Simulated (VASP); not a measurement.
# SiC (Moissanite) (P6_3mc) in VASP: a series of runs, part 2 of 2

VASP 6.6.1. The steps go on from the part before.

**3. Single point, PBE (z stretched by -2 %, then relaxed in part)**

Contents of INCAR:

```
SYSTEM = SiC
PREC     = Accurate       ! precision mode
ENCUT    = 520            ! plane-wave cutoff, eV
EDIFF    = 1E-6           ! SCF threshold, eV
ISMEAR   = -1             ! smearing method
SIGMA    = 0.02           ! smearing width, eV
LREAL    = .False.        ! projectors in reciprocal space
LASPH    = .True.         ! aspherical terms in the spheres
NELM     = 60             ! most SCF steps
ALGO     = Normal         ! electronic algorithm
ISIF     = 2              ! what is computed and relaxed
LWAVE    = .False.        ! write WAVECAR
LCHARG   = .True.         ! write CHGCAR
GGA      = PE             ! functional
LELF     = .True.         ! ELF
LVHAR    = .True.       
NBANDS   = 16             ! bands
```

Contents of KPOINTS:

```
regular mesh
0
Gamma
  16 16 9
  0 0 0
```

Contents of POSCAR:

```
SiC
1.0
    3.0760000000      0.0000000000      0.0000000000
   -1.5380000000      2.6638941420      0.0000000000
    0.0000000000      0.0000000000      4.9470400000
Si C
2 2
Direct
    0.3333333333      0.6666666667      0.0033642777
    0.6666666667      0.3333333333      0.5033642777
    0.3333333333      0.6666666667      0.3816357223
    0.6666666667      0.3333333333      0.8816357223
```

Potentials or basis: VASP PAW PBE potentials, release 64 (Si, C).

Started as:

```sh
> cat potpaw_PBE.64/Si/POTCAR potpaw_PBE.64/C/POTCAR > POTCAR
> mpirun -np 1 vasp_std > vasp.out
```

OUTCAR:

```text
SYSTEM = SiC
   PREC = Accurate
   ENCUT = 520
   EDIFF = 1E-6
   ISMEAR = -1
   LREAL = .False.
   LASPH = .True.
   NELM = 60
   ISIF = 2
   GGA = PE

 ion  position               nearest neighbor table
   1  0.333  0.667  0.003-   3 1.87   4 1.88   4 1.88   4 1.88   2 3.05   2 3.05   2 3.05   2 3.05
                             2 3.05   2 3.05
   2  0.667  0.333  0.503-   4 1.87   3 1.88   3 1.88   3 1.88   1 3.05   1 3.05   1 3.05   1 3.05
                             1 3.05   1 3.05
   3  0.333  0.667  0.382-   1 1.87   2 1.88   2 1.88   2 1.88
   4  0.667  0.333  0.882-   2 1.87   1 1.88   1 1.88   1 1.88

  LATTYP: Found a hexagonal cell.
 ALAT       =     3.0760000000
 C/A-ratio  =     1.6082704811

  Lattice vectors:

 A1 = (   3.0760000000,   0.0000000000,   0.0000000000)
 A2 = (  -1.5380000000,   2.6638941420,   0.0000000000)
 A3 = (   0.0000000000,   0.0000000000,   4.9470400000)

Analysis of symmetry for initial positions (statically):
=====================================================================
 Subroutine PRICEL returns:
 Original cell was already a primitive cell.

 Routine SETGRP: Setting up the symmetry group for a
 hexagonal supercell.

 Subroutine GETGRP returns: Found 12 space group operations
 (whereof  6 operations were pure point group operations)
 out of a pool of 24 trial point group operations.

The static configuration has the point symmetry C_3v.
 The point group associated with its full space group is C_6v.

Analysis of symmetry for dynamics (positions and initial velocities):
=====================================================================
 Subroutine PRICEL returns:
 Original cell was already a primitive cell.

 Routine SETGRP: Setting up the symmetry group for a
 hexagonal supercell.

 Subroutine GETGRP returns: Found 12 space group operations
 (whereof  6 operations were pure point group operations)
 out of a pool of 24 trial point group operations.

The dynamic configuration has the point symmetry C_3v.
 The point group associated with its full space group is C_6v.

 Subroutine INISYM returns: Found 12 space group operations
 (whereof  6 operations are pure point group operations),
 and found     1 'primitive' translations

----------------------------------------------------------------------------------------

                                     Primitive cell

  volume of cell :      40.5367

  direct lattice vectors                    reciprocal lattice vectors
     3.076000000  0.000000000  0.000000000     0.325097529  0.187695146  0.000000000
    -1.538000000  2.663894142  0.000000000     0.000000000  0.375390292  0.000000000
     0.000000000  0.000000000  4.947040000     0.000000000  0.000000000  0.202141078

  length of vectors
     3.076000000  3.076000000  4.947040000     0.375390292  0.375390292  0.202141078

  position of ions in fractional coordinates (direct lattice)
     0.333333333  0.666666667  0.003364278
     0.666666667  0.333333333  0.503364278
     0.333333333  0.666666667  0.381635722
     0.666666667  0.333333333  0.881635722

  ion indices of the primitive-cell ions
   primitive index   ion index
                 1           1
                 2           2
                 3           3
                 4           4

[... 31 lines left out ...]
  0.187500  0.000000  0.000000      6.000000
  0.250000  0.000000  0.000000      6.000000
  0.312500  0.000000  0.000000      6.000000
[... 16 lines left out ...]
  0.187500  0.187500  0.000000      6.000000
  0.250000  0.187500  0.000000     12.000000
 [... further k-points ...]
   k-points           NKPTS =    150   k-points in BZ     NKDIM =    150   number of bands    NBANDS=     16
   number of dos      NEDOS =    301   number of ions     NIONS =      4
   total plane-waves  NPLWV =  23040
   dimension x,y,z NGX =    24 NGY =   24 NGZ =   40
   dimension x,y,z NGXF=    48 NGYF=   48 NGZF=   80
   ions per type =               2   2
   NGX,Y,Z   is equivalent  to a cutoff of  12.97, 12.97, 13.44 a.u.
   NGXF,Y,Z  is equivalent  to a cutoff of  25.94, 25.94, 26.88 a.u.
 SYSTEM =  SiC
   PREC   = accura    normal or accurate (medium, high low for compatibility)
   ISTART =      0    job   : 0-new  1-cont  2-samecut
   ICHARG =      2    charge: 1-file 2-atom 10-const
   ISPIN  =      1    spin polarized calculation?
   LNONCOLLINEAR =      F non collinear calculations
   LSORBIT =      F    spin-orbit coupling
   LASPH  =      T    aspherical Exc in radial PAW
   ENCUT  =  520.0 eV  38.22 Ry    6.18 a.u.   5.72  5.72  9.20*2*pi/ulx,y,z
   NELM   =     60;   NELMIN=  2; NELMDL= -5     # of ELM steps
   EDIFF  = 0.1E-05   stopping-criterion for ELM
   LREAL  =      F    real-space projection
   EDIFFG = 0.1E-04   stopping-criterion for IOM
   NSW    =      0    number of steps for IOM
   IBRION =     -1    ionic relax: 0-MD 1-quasi-New 2-CG
   NFREE  =      0    steps in history (QN), initial steepest desc. (CG)
   ISIF   =      2    stress and relaxation
   ISYM   =      2    0-nonsym 1-usesym 2-fastsym
   POTIM  = 0.5000    time-step for ionic-motion
   TEBEG  =    0.0;   TEEND  =   0.0 temperature during run
   PSTRESS=    0.0 pullay stress
   NELECT =      16.0000    total number of electrons
   NUPDOWN=      -1.0000    fix difference up-down
   EMIN   =  10.00;   EMAX   =-10.00  energy-range for DOS
   EFERMI =   0.00;   METHOD = LEGACY
   ISMEAR =    -1;   SIGMA  =   0.02  broadening in eV -4-tet -1-fermi 0-gaus
   EFERMI_NEDOS =   21; number of points for ismear=-14 and -15
   IALGO  =     38    algorithm
   IMIX   =      4    mixing-type and parameters
     AMIX     =   0.40;   BMIX     =  1.00
     AMIX_MAG =   1.60;   BMIX_MAG =  1.00
  volume/ion in A,a.u.               =      10.13        68.39
  Fermi-wavevector in a.u.,A,eV,Ry     =   1.200877  2.269329 19.621043  1.442106
  Thomas-Fermi vector in A             =   2.336701
   LORBIT       =      0    0 simple, 1 ext, 2 COOP (PROOUT), +10 PAW based schemes
   GGA     = PE    functional components
   LHFCALC =     F    Hartree Fock is set to
   AEXX    =    0.0000 exact exchange contribution
   IVDW    =     0    specifies the selected vdW correction
   LEPSILON=     F    determine dielectric tensor
   LRPA    =     F    only Hartree local field effects (RPA)
 non-spin polarized calculation
  energy-cutoff  :      520.00
  volume of cell :       40.54
 maximum number of plane-waves:      1104
 NGX is ok and might be reduce to    24
   NGX = 11   NGY = 11   NGZ = 19

 number of electron      15.9999999 magnetization

 Free energy of the ion-electron system (eV)
  ---------------------------------------------------
  ext. energy  EPLUGINS =         0.00000000
  ---------------------------------------------------
  free energy    TOTEN  =       -30.05670230 eV

  energy without entropy =      -30.05670230  energy(sigma->0) =      -30.05670230

 E-fermi :   8.9432     XC(G=0): -11.4365

 val. band max:        8.5275466401   @ k =   0.0000   0.0000   0.0000
 cond. band min:      10.9003647913   @ k =   0.3125   0.3125   0.0000
 fundamental gap:      2.3728181512
 Fermi energy:         8.9431675800

 k-point     1 :       0.0000    0.0000    0.0000
  band No.  band energies     occupation
      1      -7.2423      2.00000
      2      -3.4464      2.00000
      3      -0.2499      2.00000
      4       7.0164      2.00000
      5       7.0164      2.00000
      6       8.4375      2.00000
[... 433 lines left out ...]
      3       1.2327      2.00000
      4       2.5270      2.00000
      5       3.1083      2.00000
      6       4.4198      2.00000
[... 8 lines left out ...]
     15      19.3037      0.00000
     16      20.1552      0.00000

 [... further k-points ...]

------------------------ aborting loop because EDIFF is reached ----------------------------------------

  FORCE on cell =-STRESS in cart. coord.  units (eV):
  Direction    XX          YY          ZZ          XY          YZ          ZX
  --------------------------------------------------------------------------------------
  -------------------------------------------------------------------------------------
  Total        1.1881738      1.1881738      3.7517388      0.0000000      0.0000000      0.0000000
  in kB       46.9614853     46.9614853    148.2840583      0.0000000      0.0000000      0.0000000
  external PRESSURE =      80.7356763 kB  Pullay stress =       0.0000000 kB

 VOLUME and BASIS-vectors are now :
 -----------------------------------------------------------------------------
  energy-cutoff  :      520.00
  volume of cell :       40.54
      direct lattice vectors                 reciprocal lattice vectors
     3.076000000  0.000000000  0.000000000     0.325097529  0.187695146  0.000000000
    -1.538000000  2.663894142  0.000000000     0.000000000  0.375390292  0.000000000
     0.000000000  0.000000000  4.947040000     0.000000000  0.000000000  0.202141078

 POSITION                                       TOTAL-FORCE (eV/Angst)
 -----------------------------------------------------------------------------------
     -0.00000      1.77593      0.01664         0.000000      0.000000     -0.002702
      1.53800      0.88796      2.49016        -0.000000     -0.000000     -0.002702
     -0.00000      1.77593      1.88797        -0.000000      0.000000      0.002702
      1.53800      0.88796      4.36149        -0.000000     -0.000000      0.002702
 -----------------------------------------------------------------------------------
    total drift:                               -0.000000      0.000000     -0.000165

  FREE ENERGIE OF THE ION-ELECTRON SYSTEM (eV)
  ---------------------------------------------------
  free  energy   TOTEN  =       -30.0567023002 eV

  energy  without entropy=      -30.0567023002  energy(sigma->0) =      -30.05670230
```

Wall time 53 s (1 thread of AMD EPYC 9R45 (Zen 5), shared host); peak memory 0.18 GiB.

What came out:

| Item | Value |
| --- | --- |
| Free energy | -30.0567 eV |
| Pressure | 8.1 GPa |
| Band gap on the k mesh | 2.37 eV, indirect (least direct gap 3.85 eV) |

Forces on the atoms (eV/Å):
```
Si   0.000  0.000 -0.003
Si   0.000  0.000 -0.003
C    0.000  0.000  0.003
C    0.000  0.000  0.003
```

Levels at points of the mesh, in eV from the valence-band top:
```tsv
k point	band 4	band 5	band 6	band 7	band 8	band 9	band 10	band 11	band 12	band 13
(0.00, 0.00, 0.00)	-1.51	-1.51	-0.09	-0.09	0.00	4.61	6.58	6.58	6.63	7.99
(0.50, 0.00, 0.00)	-6.28	-5.53	-3.52	-3.35	-1.24	2.61	4.37	6.98	7.14	10.47
```

Caveat: the cell differs from its parent crystal (z stretched by -2 %, then relaxed in part). A k mesh can miss the band edges.
